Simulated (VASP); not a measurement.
Here is a VASP 6.6.1 calculation.

INCAR

```
SYSTEM = LiCl
PREC = Accurate
ENCUT = 520
EDIFF = 1E-6
ISMEAR = 0
SIGMA = 0.05
LREAL = .False.
LASPH = .True.
NELM = 100
ALGO = Normal
ISIF = 2
LWAVE = .False.
LCHARG = .False.
GGA = PS
NBANDS = 12
```

File KPOINTS:

```
regular mesh
0
Gamma
  8 8 8
  0 0 0
```

Contents of POSCAR:

```
LiCl
1.0
    0.0000000000      2.5006410000      2.4365220000
    2.5006410000      0.0000000000      2.4365220000
    2.5006410000      2.5006410000      0.0000000000
Li Cl
1 1
Direct
    0.0000000000      0.0000000000      0.0000000000
    0.5000000000      0.5000000000      0.5000000000
```

Potentials or basis: VASP PAW PBE potentials, release 64 (Li_sv, Cl).

The run is started by

```sh
$ cat potpaw_PBE.64/Li_sv/POTCAR potpaw_PBE.64/Cl/POTCAR > POTCAR
$ mpirun -np 1 vasp_std > vasp.out
```

Problem. Predict the band gap on the k mesh.

Solution. 6.62 eV (least direct gap 6.73 eV).

Caveat: the cell differs from its parent crystal (strain -0.025 along x and y, -0.050 along z). A k mesh can miss the band edges.
